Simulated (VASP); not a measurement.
# SrSi3 (P6_3/mmc) in VASP: notebook

Runs on SrSi3. Level: PBE. Tasks: single point.

All numbers are computed with VASP 6.6.1; they aren't measurements. Logs are shortened: lines on timing, memory, paths and dates and some standing lists are left out, and cuts for length are marked.

**1. The cell of the first run**

The structure is hexagonal, space group P6_3/mmc (No. 194). Conventional cell: a = 6.086 Å, b = 6.086 Å, c = 4.885 Å, α = 90.00°, β = 90.00°, γ = 120.00°. Sr (site symmetry -6m2) has 12 Si at 3.01 to 3.04 Å within 4.0 Å. Within 4.0 Å of Si (site symmetry mm2) lie 4 Sr at 3.01 to 3.04 Å and 8 Si at 3.01 to 3.05 Å.

**2. Single point, PBE**

INCAR reads:

```
PREC     = Accurate       # precision mode
ENCUT    = 520            # plane-wave cutoff, eV
EDIFF    = 1E-7           # SCF threshold, eV
ISMEAR   = 0              # smearing method
SIGMA    = 0.1            # smearing width, eV
LREAL    = False          # projectors in reciprocal space
LASPH    = True           # aspherical terms in the spheres
NELM     = 80             # most SCF steps
ALGO     = Normal         # electronic algorithm
ISIF     = 2              # what is computed and relaxed
LWAVE    = False          # write WAVECAR
LCHARG   = False          # write CHGCAR
GGA      = PE             # functional
NBANDS   = 32             # bands
```

KPOINTS reads:

```
Automatic mesh
0
Gamma
  3 3 4
```

POSCAR reads:

```
SrSi3
1.0
    6.0864721120      0.0000000000      0.0000000000
   -3.0432360560      5.2710394684      0.0000000000
    0.0000000000      0.0000000000      4.8853329658
Sr Si
2 6
Direct
    0.3333333333      0.6666666667      0.2500000000
    0.6666666667      0.3333333333      0.7500000000
    0.8330000000      0.6660000000      0.2500000000
    0.1670000000      0.8330000000      0.7500000000
    0.3340000000      0.1670000000      0.2500000000
    0.1670000000      0.3340000000      0.7500000000
    0.8330000000      0.1670000000      0.2500000000
    0.6660000000      0.8330000000      0.7500000000
```

Potentials or basis: VASP PAW PBE potentials, release 64 (Sr_sv, Si).

Run with:

```bash
cat potpaw_PBE.64/Sr_sv/POTCAR potpaw_PBE.64/Si/POTCAR > POTCAR
mpirun -np 1 vasp_std > vasp.out
```

OUTCAR:

```text
PREC = Accurate
   ENCUT = 520
   EDIFF = 1E-7
   ISMEAR = 0
   LREAL = False
   LASPH = True
   NELM = 80
   ISIF = 2
   GGA = PE

 ion  position               nearest neighbor table
   1  0.333  0.667  0.250-   4 3.01   4 3.01   6 3.01   6 3.01   8 3.01   8 3.01   5 3.04   3 3.04
                             7 3.04   7 3.04   5 3.04   3 3.04   2 4.28   2 4.28   2 4.28   2 4.28
   2  0.667  0.333  0.750-   7 3.01   7 3.01   3 3.01   3 3.01   5 3.01   5 3.01   8 3.04   6 3.04
                             4 3.04   4 3.04   8 3.04   6 3.04   1 4.28   1 4.28   1 4.28   1 4.28
   3  0.833  0.666  0.250-   2 3.01   2 3.01   8 3.01   4 3.01   4 3.01   8 3.01   5 3.04   7 3.04
                             1 3.04   1 3.04   7 3.05   5 3.05
   4  0.167  0.833  0.750-   1 3.01   1 3.01   5 3.01   5 3.01   3 3.01   3 3.01   6 3.04   8 3.04
                             2 3.04   2 3.04   6 3.05   8 3.05
   5  0.334  0.167  0.250-   2 3.01   2 3.01   4 3.01   4 3.01   6 3.01   6 3.01   3 3.04   7 3.04
                             1 3.04   1 3.04   3 3.05   7 3.05
   6  0.167  0.334  0.750-   1 3.01   1 3.01   7 3.01   5 3.01   5 3.01   7 3.01   8 3.04   4 3.04
                             2 3.04   2 3.04   4 3.05   8 3.05
   7  0.833  0.167  0.250-   2 3.01   2 3.01   8 3.01   8 3.01   6 3.01   6 3.01   3 3.04   5 3.04
                             1 3.04   1 3.04   3 3.05   5 3.05
   8  0.666  0.833  0.750-   1 3.01   1 3.01   7 3.01   7 3.01   3 3.01   3 3.01   6 3.04   4 3.04
                             2 3.04   2 3.04   6 3.05   4 3.05

  LATTYP: Found a hexagonal cell.
 ALAT       =     6.0864721120
 C/A-ratio  =     0.8026542923

  Lattice vectors:

 A1 = (   6.0864721120,   0.0000000000,   0.0000000000)
 A2 = (  -3.0432360560,   5.2710394684,   0.0000000000)
 A3 = (   0.0000000000,   0.0000000000,   4.8853329658)

Analysis of symmetry for initial positions (statically):
=====================================================================
 Subroutine PRICEL returns:
 Original cell was already a primitive cell.

 Routine SETGRP: Setting up the symmetry group for a
 hexagonal supercell.

 Subroutine GETGRP returns: Found 24 space group operations
 (whereof 12 operations were pure point group operations)
 out of a pool of 24 trial point group operations.

The static configuration has the point symmetry D_3d.
 The point group associated with its full space group is D_6h.

Analysis of symmetry for dynamics (positions and initial velocities):
=====================================================================
 Subroutine PRICEL returns:
 Original cell was already a primitive cell.

 Routine SETGRP: Setting up the symmetry group for a
 hexagonal supercell.

 Subroutine GETGRP returns: Found 24 space group operations
 (whereof 12 operations were pure point group operations)
 out of a pool of 24 trial point group operations.

The dynamic configuration has the point symmetry D_3d.
 The point group associated with its full space group is D_6h.

 Subroutine INISYM returns: Found 24 space group operations
 (whereof 12 operations are pure point group operations),
 and found     1 'primitive' translations

----------------------------------------------------------------------------------------

                                     Primitive cell

  volume of cell :     156.7314

  direct lattice vectors                    reciprocal lattice vectors
     6.086472112  0.000000000  0.000000000     0.164298789  0.094857950  0.000000000
    -3.043236056  5.271039468  0.000000000     0.000000000  0.189715901  0.000000000
     0.000000000  0.000000000  4.885332966     0.000000000  0.000000000  0.204694339

  length of vectors
     6.086472112  6.086472112  4.885332966     0.189715901  0.189715901  0.204694339

  position of ions in fractional coordinates (direct lattice)
     0.333333333  0.666666667  0.250000000
     0.666666667  0.333333333  0.750000000
     0.833000000  0.666000000  0.250000000
     0.167000000  0.833000000  0.750000000
     0.334000000  0.167000000  0.250000000
     0.167000000  0.334000000  0.750000000
     0.833000000  0.167000000  0.250000000
     0.666000000  0.833000000  0.750000000

  ion indices of the primitive-cell ions
   primitive index   ion index
                 1           1
                 2           2
                 3           3
                 4           4
                 5           5
                 6           6
                 7           7
                 8           8

----------------------------------------------------------------------------------------

 KPOINTS: Automatic mesh

Automatic generation of k-mesh.
 Grid dimensions read from file:
 generate k-points for:    3    3    4

 Generating k-lattice:

  Cartesian coordinates                     Fractional coordinates (reciprocal lattice)
     0.054766263  0.031619317  0.000000000     0.333333333  0.000000000  0.000000000
     0.000000000  0.063238634  0.000000000     0.000000000  0.333333333  0.000000000
     0.000000000  0.000000000  0.051173585     0.000000000  0.000000000  0.250000000

  Length of vectors
     0.063238634  0.063238634  0.051173585

  Shift w.r.t. Gamma in fractional coordinates (k-lattice)
     0.000000000  0.000000000  0.000000000

 Subroutine IBZKPT returns following result:
 ===========================================

 Found      9 irreducible k-points:

 Following reciprocal coordinates:
            Coordinates               Weight
  0.000000  0.000000  0.000000      1.000000
  0.333333 -0.000000  0.000000      6.000000
  0.333333  0.333333  0.000000      2.000000
  0.000000  0.000000  0.250000      2.000000
  0.333333 -0.000000  0.250000     12.000000
  0.333333  0.333333  0.250000      4.000000
  0.000000  0.000000  0.500000      1.000000
  0.333333 -0.000000  0.500000      6.000000
  0.333333  0.333333  0.500000      2.000000
   k-points           NKPTS =      9   k-points in BZ     NKDIM =      9   number of bands    NBANDS=     32
   number of dos      NEDOS =    301   number of ions     NIONS =      8
   total plane-waves  NPLWV =  82944
   dimension x,y,z NGX =    48 NGY =   48 NGZ =   36
   dimension x,y,z NGXF=    96 NGYF=   96 NGZF=   72
   ions per type =               2   6
   NGX,Y,Z   is equivalent  to a cutoff of  13.11, 13.11, 12.25 a.u.
   NGXF,Y,Z  is equivalent  to a cutoff of  26.22, 26.22, 24.50 a.u.
 SYSTEM =  unknown system
   PREC   = accura    normal or accurate (medium, high low for compatibility)
   ISTART =      0    job   : 0-new  1-cont  2-samecut
   ICHARG =      2    charge: 1-file 2-atom 10-const
   ISPIN  =      1    spin polarized calculation?
   LNONCOLLINEAR =      F non collinear calculations
   LSORBIT =      F    spin-orbit coupling
   LASPH  =      T    aspherical Exc in radial PAW
   ENCUT  =  520.0 eV  38.22 Ry    6.18 a.u.  11.32 11.32  9.08*2*pi/ulx,y,z
   NELM   =     80;   NELMIN=  2; NELMDL= -5     # of ELM steps
   EDIFF  = 0.1E-06   stopping-criterion for ELM
   LREAL  =      F    real-space projection
   EDIFFG = 0.1E-05   stopping-criterion for IOM
   NSW    =      0    number of steps for IOM
   IBRION =     -1    ionic relax: 0-MD 1-quasi-New 2-CG
   NFREE  =      0    steps in history (QN), initial steepest desc. (CG)
   ISIF   =      2    stress and relaxation
   ISYM   =      2    0-nonsym 1-usesym 2-fastsym
   POTIM  = 0.5000    time-step for ionic-motion
   TEBEG  =    0.0;   TEEND  =   0.0 temperature during run
   PSTRESS=    0.0 pullay stress
   NELECT =      44.0000    total number of electrons
   NUPDOWN=      -1.0000    fix difference up-down
   EMIN   =  10.00;   EMAX   =-10.00  energy-range for DOS
   EFERMI =   0.00;   METHOD = LEGACY
   ISMEAR =     0;   SIGMA  =   0.10  broadening in eV -4-tet -1-fermi 0-gaus
   EFERMI_NEDOS =   21; number of points for ismear=-14 and -15
   IALGO  =     38    algorithm
   IMIX   =      4    mixing-type and parameters
     AMIX     =   0.40;   BMIX     =  1.00
     AMIX_MAG =   1.60;   BMIX_MAG =  1.00
  volume/ion in A,a.u.               =      19.59       132.21
  Fermi-wavevector in a.u.,A,eV,Ry     =   1.071948  2.025688 15.634079  1.149072
  Thomas-Fermi vector in A             =   2.207703
   LORBIT       =      0    0 simple, 1 ext, 2 COOP (PROOUT), +10 PAW based schemes
   GGA     = PE    functional components
   LHFCALC =     F    Hartree Fock is set to
   AEXX    =    0.0000 exact exchange contribution
   IVDW    =     0    specifies the selected vdW correction
   LEPSILON=     F    determine dielectric tensor
   LRPA    =     F    only Hartree local field effects (RPA)
 non-spin polarized calculation
 Gauss-broadening in eV      SIGMA  =   0.10
  energy-cutoff  :      520.00
  volume of cell :      156.73
 maximum number of plane-waves:      4279
 NGX is ok and might be reduce to    48
   NGX = 23   NGY = 23   NGZ = 19

 number of electron      43.9999999 magnetization

 Free energy of the ion-electron system (eV)
  ---------------------------------------------------
  ext. energy  EPLUGINS =         0.00000000
  ---------------------------------------------------
  free energy    TOTEN  =       -33.59766571 eV

  energy without entropy =      -33.57346523  energy(sigma->0) =      -33.58556547

 E-fermi :   6.5887     XC(G=0): -10.3140

 val. band max:        6.5499258691   @ k =   0.3333  -0.0000   0.0000
 cond. band min:       6.6393280347   @ k =   0.3333   0.3333   0.2500
 fundamental gap:      0.0894021656
 Fermi energy:         6.5886860450

 k-point     1 :       0.0000    0.0000    0.0000
  band No.  band energies     occupation
      1     -27.9222      2.00000
      2     -27.8991      2.00000
      3     -10.3268      2.00000
      4     -10.2899      2.00000
      5     -10.2899      2.00000
      6     -10.1746      2.00000
[... 24 lines left out ...]
     31      10.5939      0.00000
     32      10.6744      0.00000

 k-point     2 :       0.3333   -0.0000    0.0000
  band No.  band energies     occupation
      1     -27.9172      2.00000
      2     -27.9038      2.00000
      3     -10.3329      2.00000
      4     -10.3160      2.00000
      5     -10.2941      2.00000
      6     -10.2063      2.00000
[... 24 lines left out ...]
     31      10.1450      0.00000
     32      10.3579      0.00000

 k-point     3 :       0.3333    0.3333    0.0000
  band No.  band energies     occupation
      1     -27.9104      2.00000
      2     -27.9104      2.00000
      3     -10.3905      2.00000
      4     -10.2499      2.00000
      5     -10.2499      2.00000
      6     -10.2381      2.00000
[... 24 lines left out ...]
     31       9.2124      0.00000
     32       9.7416      0.00000

 k-point     4 :       0.0000    0.0000    0.2500
  band No.  band energies     occupation
      1     -27.9179      2.00000
      2     -27.9016      2.00000
      3     -10.3664      2.00000
      4     -10.2645      2.00000
      5     -10.2600      2.00000
      6     -10.2600      2.00000
[... 24 lines left out ...]
     31       9.8113      0.00000
     32      11.1312      0.00000

 k-point     5 :       0.3333   -0.0000    0.2500
  band No.  band energies     occupation
      1     -27.9143      2.00000
      2     -27.9049      2.00000
      3     -10.4003      2.00000
      4     -10.3343      2.00000
      5     -10.2926      2.00000
      6     -10.2214      2.00000
[... 24 lines left out ...]
     31      10.2453      0.00000
     32      10.3885      0.00000

 k-point     6 :       0.3333    0.3333    0.2500
  band No.  band energies     occupation
      1     -27.9095      2.00000
      2     -27.9095      2.00000
      3     -10.3805      2.00000
      4     -10.3805      2.00000
      5     -10.3385      2.00000
      6     -10.1563      2.00000
[... 24 lines left out ...]
     31       9.9880      0.00000
     32       9.9880      0.00000

 k-point     7 :       0.0000    0.0000    0.5000
  band No.  band energies     occupation
      1     -27.9089      2.00000
      2     -27.9089      2.00000
      3     -10.3776      2.00000
      4     -10.3776      2.00000
      5     -10.1977      2.00000
      6     -10.1977      2.00000
[... 24 lines left out ...]
     31      10.7797      0.00000
     32      10.7797      0.00000

 k-point     8 :       0.3333   -0.0000    0.5000
  band No.  band energies     occupation
      1     -27.9087      2.00000
      2     -27.9087      2.00000
      3     -10.4370      2.00000
      4     -10.4370      2.00000
      5     -10.2043      2.00000
      6     -10.2043      2.00000
[... 24 lines left out ...]
     31      10.6350      0.00000
     32      10.6352      0.00000

 k-point     9 :       0.3333    0.3333    0.5000
  band No.  band energies     occupation
      1     -27.9086      2.00000
      2     -27.9086      2.00000
      3     -10.4558      2.00000
      4     -10.4558      2.00000
      5     -10.2224      2.00000
      6     -10.2224      2.00000
[... 24 lines left out ...]
     31      10.2731      0.00000
     32      10.2731      0.00000

------------------------ aborting loop because EDIFF is reached ----------------------------------------

  FORCE on cell =-STRESS in cart. coord.  units (eV):
  Direction    XX          YY          ZZ          XY          YZ          ZX
  --------------------------------------------------------------------------------------
  -------------------------------------------------------------------------------------
  Total        1.4861667      1.4861667      2.7967241      0.0000000      0.0000000      0.0000000
  in kB       15.1922482     15.1922482     28.5893400      0.0000000      0.0000000      0.0000000
  external PRESSURE =      19.6579454 kB  Pullay stress =       0.0000000 kB

 VOLUME and BASIS-vectors are now :
 -----------------------------------------------------------------------------
  energy-cutoff  :      520.00
  volume of cell :      156.73
      direct lattice vectors                 reciprocal lattice vectors
     6.086472112  0.000000000  0.000000000     0.164298789  0.094857950  0.000000000
    -3.043236056  5.271039468  0.000000000     0.000000000  0.189715901  0.000000000
     0.000000000  0.000000000  4.885332966     0.000000000  0.000000000  0.204694339

 POSITION                                       TOTAL-FORCE (eV/Angst)
 -----------------------------------------------------------------------------------
     -0.00000      3.51403      1.22133         0.000000      0.000000     -0.000000
      3.04324      1.75701      3.66400         0.000000      0.000000     -0.000000
      3.04324      3.51051      1.22133         0.000000      1.603339      0.000000
     -1.51857      4.39078      3.66400        -1.388533      0.801670     -0.000000
      1.52466      0.88026      1.22133        -1.388533     -0.801670     -0.000000
      0.00000      1.76053      3.66400         0.000000     -1.603339     -0.000000
      4.56181      0.88026      1.22133         1.388533     -0.801670     -0.000000
      1.51857      4.39078      3.66400         1.388533      0.801670     -0.000000
 -----------------------------------------------------------------------------------
    total drift:                               -0.000000      0.000000     -0.000000

  FREE ENERGIE OF THE ION-ELECTRON SYSTEM (eV)
  ---------------------------------------------------
  free  energy   TOTEN  =       -33.5976657142 eV

  energy  without entropy=      -33.5734652309  energy(sigma->0) =      -33.58556547
```

It took 27 s on 1 thread of Intel Xeon 6975P-C (Granite Rapids), shared host; peak memory 0.28 GiB.

What came out:

```
Free energy            : -33.5977 eV
Pressure               : 2.0 GPa
Largest force          : 1.603 eV/Å
Band gap on the k mesh : zero (band 22 reaches 7.79 eV, above the bottom of band 23 at 5.85 eV)
```

Forces on the atoms (eV/Å):
```
Sr   0.000  0.000  0.000
Sr   0.000  0.000  0.000
Si   0.000  1.603  0.000
Si  -1.389  0.802  0.000
Si  -1.389 -0.802  0.000
Si   0.000 -1.603  0.000
Si   1.389 -0.802  0.000
Si   1.389  0.802  0.000
```

Caveat: the k points lie up to 0.40 Å⁻¹ apart; forces of over 1 eV/Å act on the atoms, so gaps and moduli don't describe the material at rest.

(Part 1 of 2 ends here.)
